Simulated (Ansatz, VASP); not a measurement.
## One calculation of Te2Mo, two programs

INCAR

```
ALGO     = Normal         # electronic algorithm
EDIFF    = 1E-7           # SCF threshold, eV
EDIFFG   = -0.01          # ionic threshold
ENCUT    = 500            # plane-wave cutoff, eV
GGA      = PE             # functional
GGA_COMPAT= False        
IBRION   = 2              # ionic algorithm
ISIF     = 3              # what is computed and relaxed
ISMEAR   = 0              # smearing method
IVDW     = 12             # dispersion correction
LASPH    = True           # aspherical terms in the spheres
LCHARG   = False          # write CHGCAR
LREAL    = False          # projectors in reciprocal space
LWAVE    = False          # write WAVECAR
NELM     = 120            # most SCF steps
NELMIN   = 4            
NSW      = 50             # ionic steps
PREC     = Accurate       # precision mode
SIGMA    = 0.05           # smearing width, eV
```

Contents of KPOINTS:

```
k-points
0
Gamma
  10 10 2
```

POSCAR

```
Te2Mo
1.0
    3.4964340951      0.0000000000      0.0000000000
   -1.7482170476      3.0280007490      0.0000000000
    0.0000000000      0.0000000000     13.7011346687
Te Mo
4 2
Direct
    0.3333333333      0.6666666667      0.6173445263
    0.6666666667      0.3333333333      0.1173445263
    0.3333333333      0.6666666667      0.8826554737
    0.6666666667      0.3333333333      0.3826554737
    0.3333333333      0.6666666667      0.2500000000
    0.6666666667      0.3333333333      0.7500000000
```

Input for Ansatz:

```yaml
crystal:
  lattice:
    - [3.4964340951, 0.0, 0.0]
    - [-1.7482170476, 3.028000749, 0.0]
    - [0.0, 0.0, 13.7011346687]
  atoms:
    - { symbol: Te, position: [0.3333333333, 0.6666666667, 0.6173445263] }
    - { symbol: Te, position: [0.6666666667, 0.3333333333, 0.1173445263] }
    - { symbol: Te, position: [0.3333333333, 0.6666666667, 0.8826554737] }
    - { symbol: Te, position: [0.6666666667, 0.3333333333, 0.3826554737] }
    - { symbol: Mo, position: [0.3333333333, 0.6666666667, 0.25] }
    - { symbol: Mo, position: [0.6666666667, 0.3333333333, 0.75] }
basis:
  ecutwfc: 420
  ecutrho_ratio: 4
kpoints:
  mp_grid: { grid: [10, 10, 2] }
hamiltonian:
  xc: pbe
  dispersion: d3bj
scf:
  occupations: { method: gaussian, width: 0.05 }
output:
  forces: true
  stress: true
  eigenvalues: true
relax:
  f_tol: 0.01
  max_steps: 30
  cell: { stress_tol: 0.05 }
```

Alike in both runs: task relaxation of cell and atoms; functional PBE; dispersion D3(BJ); k mesh 10 × 10 × 2; occupations gaussian, width 0.05 eV; no spin polarisation.

|  | VASP | Ansatz |
| --- | --- | --- |
| version | VASP 6.6.1 | Ansatz 0.2.0 |
| potentials or method | VASP PAW PBE potentials, release 64 (Te, Mo_sv), cutoff 500 eV | scalar-relativistic, plane waves, PAW |
| valence electrons in the cell | 52 | 92 |

```csv
,VASP,Ansatz,Ansatz less VASP
"gap on the k mesh at the Fermi level, each at its own relaxed structure (eV)",0.59,0.60,+0.005
relaxed volume (Å³/atom),24.18,24.18,0.000
relaxed cell length with the largest relative difference (Å),13.704,13.701,-0.0031
```

VASP's potentials hold 52 valence electrons a cell and Ansatz's 92, so a difference there can come from the potentials and not from the codes. Ansatz's warnings: relaxed geometry near dispersion switch.

Neither program's run includes spin-orbit coupling.
